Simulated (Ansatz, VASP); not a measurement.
## Cd2Ga in VASP and in Ansatz

File POSCAR:

```
Cd2Ga
1.0
    0.0000000000      3.1734102879      3.1734102879
    3.1734102879      0.0000000000      3.1734102879
    3.1734102879      3.1734102879      0.0000000000
Cd Ga
2 1
Direct
    0.2500000000      0.2500000000      0.2500000000
    0.7500000000      0.7500000000      0.7500000000
    0.0000000000      0.0000000000      0.0000000000
```

Contents of INCAR.step1:

```
  PREC = Accurate
  ENCUT = 520
  ISMEAR = 0
  SIGMA = 0.1
  LREAL = False
  LASPH = True
  NELM = 60
  NBANDS = 26
  GGA = PE
  ALGO = Normal
  EDIFF = 1E-4
  LWAVE = True
  LCHARG = False
```

INCAR.step2

```
  PREC = Accurate
  ENCUT = 520
  EDIFF = 1E-7
  ISMEAR = 0
  SIGMA = 0.1
  LREAL = False
  LASPH = True
  NELM = 60
  ALGO = Normal
  ISIF = 2
  LWAVE = False
  LCHARG = False
  METAGGA = R2SCAN
  LMIXTAU = True
  NBANDS = 26
  ISTART = 1
```

File KPOINTS:

```
Automatic mesh
0
Gamma
  6 6 6
```

Input for Ansatz:

```yaml
crystal:
  lattice:
    - [0.0, 3.1734102879, 3.1734102879]
    - [3.1734102879, 0.0, 3.1734102879]
    - [3.1734102879, 3.1734102879, 0.0]
  atoms:
    - { symbol: Cd, position: [0.25, 0.25, 0.25] }
    - { symbol: Cd, position: [0.75, 0.75, 0.75] }
    - { symbol: Ga, position: [0.0, 0.0, 0.0] }
basis:
  ecutwfc: 500
kpoints:
  mp_grid: { grid: [6, 6, 6] }
hamiltonian:
  xc: r2scan
scf:
  occupations: { method: gaussian, width: 0.1 }
  lower_state_search: "off"
output:
  forces: true
  stress: true
  eigenvalues: true
```

Alike in both runs: task single point; functional r2SCAN; k mesh 6 × 6 × 6; occupations gaussian, width 0.1 eV; no spin polarisation.

|  | VASP | Ansatz |
| --- | --- | --- |
| version | VASP 6.6.1 | Ansatz 0.2.0 |
| potentials or method | VASP PAW PBE potentials, release 64 (Cd, Ga_d), cutoff 520 eV | scalar-relativistic, plane waves, PAW |
| valence electrons in the cell | 37 | 53 |

VASP gave:

- gap on the k mesh at the Fermi level (eV): none
- pressure (GPa): 3.3

Problem. Estimate Ansatz's values.

Solution. gap on the k mesh at the Fermi level (eV): none; pressure (GPa): 3.0.

VASP's potentials were made for PBE, not for r2SCAN. A gap of «none» marks a metal or a gap that the smearing closes. The functional is the same, so the differences come from potentials, cutoffs and numerics. VASP's potentials hold 37 valence electrons a cell and Ansatz's 53, so a difference there can come from the potentials and not from the codes.
